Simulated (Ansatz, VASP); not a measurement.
## KF: VASP beside Ansatz

INCAR

```
SYSTEM = KF
ALGO     = Normal         ! electronic algorithm
EDIFF    = 1E-7           ! SCF threshold, eV
ENCUT    = 520            ! plane-wave cutoff, eV
ISIF     = 2              ! what is computed and relaxed
ISMEAR   = 0              ! smearing method
LASPH    = .True.         ! aspherical terms in the spheres
LCHARG   = .True.         ! write CHGCAR
LELF     = .True.         ! ELF
LREAL    = .False.        ! projectors in reciprocal space
LVHAR    = .True.       
LWAVE    = .False.        ! write WAVECAR
NBANDS   = 15             ! bands
NELM     = 100            ! most SCF steps
PREC     = Accurate       ! precision mode
SIGMA    = 0.05           ! smearing width, eV
```

KPOINTS

```
k-points
0
Gamma
  8 8 8
  0 0 0
```

File POSCAR:

```
KF
1.0
    0.0000000000      2.5817196783      2.8721631421
    2.6268997727      0.0000000000      2.8721631421
    2.6268997727      2.5817196783      0.0000000000
K F
1 1
Direct
    0.0000000000      0.0000000000      0.0000000000
    0.5000000000      0.5000000000      0.5000000000
```

Input for Ansatz:

```yaml
crystal:
  lattice:
    - [0.0, 2.5817196783, 2.8721631421]
    - [2.6268997727, 0.0, 2.8721631421]
    - [2.6268997727, 2.5817196783, 0.0]
  atoms:
    - { symbol: K, position: [0.0, 0.0, 0.0] }
    - { symbol: F, position: [0.5, 0.5, 0.5] }
basis:
  ecutwfc: 520.0
kpoints:
  mp_grid: { grid: [8, 8, 8] }
hamiltonian:
  xc: lda
scf:
  occupations: { method: gaussian, width: 0.05 }
output:
  forces: true
  stress: true
  eigenvalues: true
```

Change from the starting cell: normal strain along x +0.0175, normal strain along z +0.1125.

Alike in both runs: task single point; functional LDA; k mesh 8 × 8 × 8; occupations gaussian, width 0.05 eV; no spin polarisation.

```csv
,VASP,Ansatz
version,VASP 6.6.1,Ansatz 0.2.0
potentials or method,"VASP PAW LDA potentials, release 64 (K_sv, F), cutoff 520 eV","scalar-relativistic, plane waves, PAW"
valence electrons in the cell,16,16
```

```tsv
	VASP	Ansatz	Ansatz less VASP
gap on the k mesh at the Fermi level (eV)	5.58	5.60	+0.017
least direct gap on the mesh (eV)	5.58	5.60	+0.017
pressure (GPa)	-3.2	-3.3	-0.10
traceless stress, the component that is largest in VASP (GPa)	-2.05	-1.91	+0.145
```

LDA's correlation is that of Perdew and Zunger in VASP and of Perdew and Wang (1992) in Ansatz.
